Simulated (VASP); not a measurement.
Here is a VASP 6.6.1 calculation.

The input INCAR:

```
PREC = Accurate
ENCUT = 520
EDIFF = 1E-6
ISMEAR = 0
SIGMA = 0.05
LREAL = False
LASPH = True
NELM = 100
ALGO = Normal
ISIF = 2
LWAVE = False
LCHARG = False
GGA = PE
IVDW = 12
NBANDS = 22
```

KPOINTS

```
Automatic mesh
0
Gamma
  6 8 4
```

Contents of POSCAR:

```
NaI
1.0
    4.7722534545      0.0000000000     -0.4772253455
    0.0000000000      4.1018944388      0.0000000000
   -0.6773778383      0.0000000000      7.2702963380
Na I
2 2
Direct
    0.2500000000      0.5000000000      0.2499880837
    0.7500000000      0.5000000000      0.7500119163
    0.2500000000      0.0000000000      0.7499134626
    0.7500000000      0.0000000000      0.2500865374
```

Potentials or basis: VASP PAW PBE potentials, release 64 (Na_pv, I).

Run with:

```console
$ cat potpaw_PBE.64/Na_pv/POTCAR potpaw_PBE.64/I/POTCAR > POTCAR
$ mpirun -np 1 vasp_std > vasp.out
```

Task: What does it give for the band gap on the k mesh?

Result: 2.05 eV.

Task: Predict the pressure.

Result: -0.2 GPa.

Task: Estimate the dispersion energy per atom.

Result: -0.242 eV.

Stress tensor (GPa, compression positive):
```
-1.03  0.00  2.26
 0.00  0.17  0.00
 2.26  0.00  0.17
```

Caveat: the cell differs from its parent crystal (engineering shear strain xz -0.2000, normal strain along z +0.0733); spin-orbit coupling is left out, which moves the levels of the heavy elements. A k mesh can miss the band edges.
